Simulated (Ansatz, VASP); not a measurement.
**One calculation of Na4Au, two programs**

```
Na Au
1.0
     0.00000    5.73797    5.73797
     5.73797    0.00000    5.73797
     5.73797    5.73797    0.00000
Na Au
8 2
Cartesian
  4.4835 4.4835 4.4835
  6.9924 6.9924 4.4835
  6.9924 4.4835 6.9924
  7.3525 7.3525 9.8614
  9.8614 9.8614 9.8614
  4.4835 6.9924 6.9924
  7.3525 9.8614 7.3525
  9.8614 7.3525 7.3525
  0.0000 0.0000 0.0000
  2.8690 2.8690 2.8690
```

Alike in both runs: task single point; functional LDA; k mesh 4 × 4 × 4; occupations gaussian, width 0.05 eV; no spin polarisation.

|  | VASP | Ansatz |
| --- | --- | --- |
| version | VASP 6.6.1 | Ansatz 0.2.0 |
| potentials or method | VASP PAW LDA potentials, release 64 (Na_pv, Au), cutoff 520 eV | plane waves, PAW |
| valence electrons in the cell | 78 | 110 |

|  | VASP | Ansatz | Ansatz less VASP |
| --- | --- | --- | --- |
| rms of the force components (eV/Å) | 0.061 | 0.064 | +0.0030 |

LDA's correlation is that of Perdew and Zunger in VASP and of Perdew and Wang (1992) in Ansatz. Atom by atom the forces differ by 0.003 eV/Å (rms over components). VASP's potentials hold 78 valence electrons a cell and Ansatz's 110, so a difference there can come from the potentials and not from the codes.

Spin-orbit coupling is off throughout.
